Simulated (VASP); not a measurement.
# TiO2 (P1) in VASP: further runs, part 2 of 2

VASP 6.6.1. The steps go on from the part before.

## 4. Single point, PBE

Input file INCAR:

```
SYSTEM = TiO2
PREC = Accurate
ENCUT = 520
EDIFF = 1E-6
ISMEAR = -1
SIGMA = 0.17
LREAL = .FALSE.
LASPH = .TRUE.
NELM = 80
ALGO = Normal
ISIF = 2
LWAVE = .FALSE.
LCHARG = .TRUE.
GGA = PE
LELF = .TRUE.
LVHAR = .TRUE.
NBANDS = 60
```

Input file KPOINTS:

```
regular mesh
0
G
  3 3 1
  0 0 0
```

Input file POSCAR:

```
TiO2
1.0
    3.9063540000      0.0000000000      0.0000000000
    0.0000000000      3.9063540000      0.0000000000
    0.0000000000      0.0000000000      9.8217320000
Ti O
4 8
Direct
    0.0011263700      0.1307357193      0.0106193083
    0.0232697805      0.4679811405      0.2748700535
    0.5834084673      0.4934012637      0.5191854145
    0.4901757496      0.0203770575      0.7840368684
   -0.0401397313      0.0689389646      0.2192892252
    0.0324087371      0.5175414210      0.4828476281
   -0.0086269703      0.5900130915      0.0472523583
   -0.0439540298     -0.0130556524      0.8090324599
    0.4809599949      0.4991867097      0.7411523752
    0.4722818260      0.0092157546      0.9651861810
    0.5678440817     -0.0030975175      0.5620902708
    0.5213301201      0.4514951794      0.2955385058
```

Potentials or basis: VASP PAW PBE potentials, release 64 (Ti_sv, O).

The run is started by

```console
$ cat potpaw_PBE.64/Ti_sv/POTCAR potpaw_PBE.64/O/POTCAR > POTCAR
$ mpirun -np 1 vasp_std > vasp.out
```

OUTCAR:

```text
SYSTEM = TiO2
   PREC = Accurate
   ENCUT = 520
   EDIFF = 1E-6
   ISMEAR = -1
   LREAL = .FALSE.
   LASPH = .TRUE.
   NELM = 80
   ISIF = 2
   GGA = PE

 ion  position               nearest neighbor table
   1  0.001  0.131  0.011-   7 1.83  10 1.95   8 2.07   5 2.07   7 2.14  10 2.17   2 2.91
   2  0.023  0.468  0.275-   5 1.67  12 1.96  12 1.97   6 2.05   7 2.29   5 2.42   1 2.91
   3  0.583  0.493  0.519-   6 1.79  11 1.99  11 2.01   6 2.18  12 2.22   9 2.22
   4  0.490  0.020  0.784-  10 1.78   8 1.84   9 1.92   9 2.08   8 2.10  11 2.20
   5  0.960  0.069  0.219-   2 1.67   1 2.07   2 2.42
   6  0.032  0.518  0.483-   3 1.79   2 2.05   3 2.18
   7  0.991  0.590  0.047-   1 1.83   1 2.14   2 2.29
   8  0.956  0.987  0.809-   4 1.84   1 2.07   4 2.10
   9  0.481  0.499  0.741-   4 1.92   4 2.08   3 2.22
  10  0.472  0.009  0.965-   4 1.78   1 1.95   1 2.17
  11  0.568  0.997  0.562-   3 1.99   3 2.01   4 2.20
  12  0.521  0.451  0.296-   2 1.96   2 1.97   3 2.22

  LATTYP: Found a simple tetragonal cell.
 ALAT       =     3.9063540000
 C/A-ratio  =     2.5142964514

  Lattice vectors:

 A1 = (   3.9063540000,   0.0000000000,   0.0000000000)
 A2 = (   0.0000000000,   3.9063540000,   0.0000000000)
 A3 = (   0.0000000000,   0.0000000000,   9.8217320000)

Analysis of symmetry for initial positions (statically):
=====================================================================
 Subroutine PRICEL returns:
 Original cell was already a primitive cell.

 Routine SETGRP: Setting up the symmetry group for a
 simple tetragonal supercell.

 Subroutine GETGRP returns: Found  1 space group operations
 (whereof  1 operations were pure point group operations)
 out of a pool of 16 trial point group operations.

The static configuration has the point symmetry C_1 .

Analysis of symmetry for dynamics (positions and initial velocities):
=====================================================================
 Subroutine PRICEL returns:
 Original cell was already a primitive cell.

 Routine SETGRP: Setting up the symmetry group for a
 simple tetragonal supercell.

 Subroutine GETGRP returns: Found  1 space group operations
 (whereof  1 operations were pure point group operations)
 out of a pool of 16 trial point group operations.

The dynamic configuration has the point symmetry C_1 .

 Subroutine INISYM returns: Found  1 space group operations
 (whereof  1 operations are pure point group operations),
 and found     1 'primitive' translations

----------------------------------------------------------------------------------------

                                     Primitive cell

  volume of cell :     149.8757

  direct lattice vectors                    reciprocal lattice vectors
     3.906354000  0.000000000  0.000000000     0.255993184  0.000000000  0.000000000
     0.000000000  3.906354000  0.000000000     0.000000000  0.255993184  0.000000000
     0.000000000  0.000000000  9.821732000     0.000000000  0.000000000  0.101815036

  length of vectors
     3.906354000  3.906354000  9.821732000     0.255993184  0.255993184  0.101815036

[... 61 lines left out ...]
 -0.333333  0.333333  0.000000      2.000000
   k-points           NKPTS =      5   k-points in BZ     NKDIM =      5   number of bands    NBANDS=     60
   number of dos      NEDOS =    301   number of ions     NIONS =     12
   total plane-waves  NPLWV =  72000
   dimension x,y,z NGX =    30 NGY =   30 NGZ =   80
   dimension x,y,z NGXF=    60 NGYF=   60 NGZF=  160
   ions per type =               4   8
   NGX,Y,Z   is equivalent  to a cutoff of  12.77, 12.77, 13.54 a.u.
   NGXF,Y,Z  is equivalent  to a cutoff of  25.53, 25.53, 27.08 a.u.
 SYSTEM =  TiO2
   PREC   = accura    normal or accurate (medium, high low for compatibility)
   ISTART =      0    job   : 0-new  1-cont  2-samecut
   ICHARG =      2    charge: 1-file 2-atom 10-const
   ISPIN  =      1    spin polarized calculation?
   LNONCOLLINEAR =      F non collinear calculations
   LSORBIT =      F    spin-orbit coupling
   LASPH  =      T    aspherical Exc in radial PAW
   ENCUT  =  520.0 eV  38.22 Ry    6.18 a.u.   7.26  7.26 18.26*2*pi/ulx,y,z
   NELM   =     80;   NELMIN=  2; NELMDL= -5     # of ELM steps
   EDIFF  = 0.1E-05   stopping-criterion for ELM
   LREAL  =      F    real-space projection
   EDIFFG = 0.1E-04   stopping-criterion for IOM
   NSW    =      0    number of steps for IOM
   IBRION =     -1    ionic relax: 0-MD 1-quasi-New 2-CG
   NFREE  =      0    steps in history (QN), initial steepest desc. (CG)
   ISIF   =      2    stress and relaxation
   ISYM   =      2    0-nonsym 1-usesym 2-fastsym
   POTIM  = 0.5000    time-step for ionic-motion
   TEBEG  =    0.0;   TEEND  =   0.0 temperature during run
   PSTRESS=    0.0 pullay stress
   NELECT =      96.0000    total number of electrons
   NUPDOWN=      -1.0000    fix difference up-down
   EMIN   =  10.00;   EMAX   =-10.00  energy-range for DOS
   EFERMI =   0.00;   METHOD = LEGACY
   ISMEAR =    -1;   SIGMA  =   0.17  broadening in eV -4-tet -1-fermi 0-gaus
   EFERMI_NEDOS =   21; number of points for ismear=-14 and -15
   IALGO  =     38    algorithm
   IMIX   =      4    mixing-type and parameters
     AMIX     =   0.40;   BMIX     =  1.00
     AMIX_MAG =   1.60;   BMIX_MAG =  1.00
  volume/ion in A,a.u.               =      12.49        84.28
  Fermi-wavevector in a.u.,A,eV,Ry     =   1.411199  2.666779 27.095752  1.991482
  Thomas-Fermi vector in A             =   2.533075
   LORBIT       =      0    0 simple, 1 ext, 2 COOP (PROOUT), +10 PAW based schemes
   GGA     = PE    functional components
   LHFCALC =     F    Hartree Fock is set to
   AEXX    =    0.0000 exact exchange contribution
   IVDW    =     0    specifies the selected vdW correction
   LEPSILON=     F    determine dielectric tensor
   LRPA    =     F    only Hartree local field effects (RPA)
 non-spin polarized calculation
  energy-cutoff  :      520.00
  volume of cell :      149.88
 maximum number of plane-waves:      4053
 NGX is ok and might be reduce to    30
   NGX = 15   NGY = 15   NGZ = 37

 number of electron      96.0000008 magnetization

 Free energy of the ion-electron system (eV)
  ---------------------------------------------------
  ext. energy  EPLUGINS =         0.00000000
  ---------------------------------------------------
  free energy    TOTEN  =      -105.18177976 eV

  energy without entropy =     -105.16968085  energy(sigma->0) =     -105.17573031

 E-fermi :   3.8683     XC(G=0): -10.2477

 val. band max:        2.9579705385   @ k =  -0.3333   0.3333   0.0000
 cond. band min:       4.6315537207   @ k =   0.0000   0.0000   0.0000
 fundamental gap:      1.6735831822
 Fermi energy:         3.8683498337

 k-point     1 :       0.0000    0.0000    0.0000
  band No.  band energies     occupation
      1     -54.2012      2.00000
      2     -53.9940      2.00000
      3     -53.9671      2.00000
      4     -53.3812      2.00000
      5     -30.6066      2.00000
      6     -30.4440      2.00000
[... 304 lines left out ...]
     59       6.8258      0.00000
     60       7.0612      0.00000

------------------------ aborting loop because EDIFF is reached ----------------------------------------

  FORCE on cell =-STRESS in cart. coord.  units (eV):
  Direction    XX          YY          ZZ          XY          YZ          ZX
  --------------------------------------------------------------------------------------
  -------------------------------------------------------------------------------------
  Total       -1.4847574     -7.4070774     -5.4150055     -0.6345577      2.1745269     -2.6198615
  in kB      -15.8721154    -79.1819495    -57.8866230     -6.7834469     23.2457787    -28.0064233
  external PRESSURE =     -50.9802293 kB  Pullay stress =       0.0000000 kB

 VOLUME and BASIS-vectors are now :
 -----------------------------------------------------------------------------
  energy-cutoff  :      520.00
  volume of cell :      149.88
      direct lattice vectors                 reciprocal lattice vectors
     3.906354000  0.000000000  0.000000000     0.255993184  0.000000000  0.000000000
     0.000000000  3.906354000  0.000000000     0.000000000  0.255993184  0.000000000
     0.000000000  0.000000000  9.821732000     0.000000000  0.000000000  0.101815036

 POSITION                                       TOTAL-FORCE (eV/Angst)
 -----------------------------------------------------------------------------------
      0.00440      0.51070      0.10430        -0.729863     -1.168706     -0.907207
      0.09090      1.82810      2.69970         0.399621      3.369353      0.146116
      2.27900      1.92740      5.09930        -1.610340     -0.142457      1.639524
      1.91480      0.07960      7.70060        -0.257896     -0.360733     -3.728397
      3.74955      0.26930      2.15380         0.825672     -3.414667     -1.412290
      0.12660      2.02170      4.74240         0.678075     -0.324890     -1.315841
      3.87265      2.30480      0.46410         0.222214     -1.944726      0.871502
      3.73465      3.85535      7.94610         1.569703      0.996088      1.159136
      1.87880      1.95000      7.27940         0.009024     -0.175969     -1.156598
      1.84490      0.03600      9.47980        -0.114402      1.441480      3.056001
      2.21820      3.89425      5.52070        -0.434515      0.326216     -0.315172
      2.03650      1.76370      2.90270        -0.557292      1.399012      1.963226
 -----------------------------------------------------------------------------------
    total drift:                               -0.000143     -0.000638      0.000300

  FREE ENERGIE OF THE ION-ELECTRON SYSTEM (eV)
  ---------------------------------------------------
  free  energy   TOTEN  =      -105.1817797594 eV

  energy  without entropy=     -105.1696808539  energy(sigma->0) =     -105.17573031
```

Run time: 2 min. Hardware: 1 thread of Intel Xeon Platinum 8375C at 2.90GHz (Ice Lake), shared host; peak memory 0.24 GiB.

Results:

| Item | Value |
| --- | --- |
| Free energy | -105.1818 eV |
| Pressure | -5.1 GPa |
| Largest force | 3.786 eV/Å |
| Band gap on the k mesh | 1.67 eV, indirect (least direct gap 1.85 eV) |

Forces on the atoms (eV/Å):
```
Ti  -0.730 -1.169 -0.907
Ti   0.400  3.369  0.146
Ti  -1.610 -0.142  1.640
Ti  -0.258 -0.361 -3.728
O    0.826 -3.415 -1.412
O    0.678 -0.325 -1.316
O    0.222 -1.945  0.872
O    1.570  0.996  1.159
O    0.009 -0.176 -1.157
O   -0.114  1.441  3.056
O   -0.435  0.326 -0.315
O   -0.557  1.399  1.963
```

Stress tensor (GPa, compression positive):
```
-1.59 -0.68 -2.80
-0.68 -7.92  2.32
-2.80  2.32 -5.79
```

Levels at points of the mesh, in eV from the valence-band top:
| k point | band 45 | band 46 | band 47 | band 48 | band 49 | band 50 | band 51 | band 52 |
| --- | --- | --- | --- | --- | --- | --- | --- | --- |
| (0.00, 0.00, 0.00) | -0.95 | -0.79 | -0.63 | -0.18 | 1.67 | 2.11 | 2.28 | 2.61 |

Caveat: the k points lie up to 0.64 Å⁻¹ apart; forces of over 1 eV/Å act on the atoms, so gaps and moduli don't describe the material at rest. A k mesh can miss the band edges.
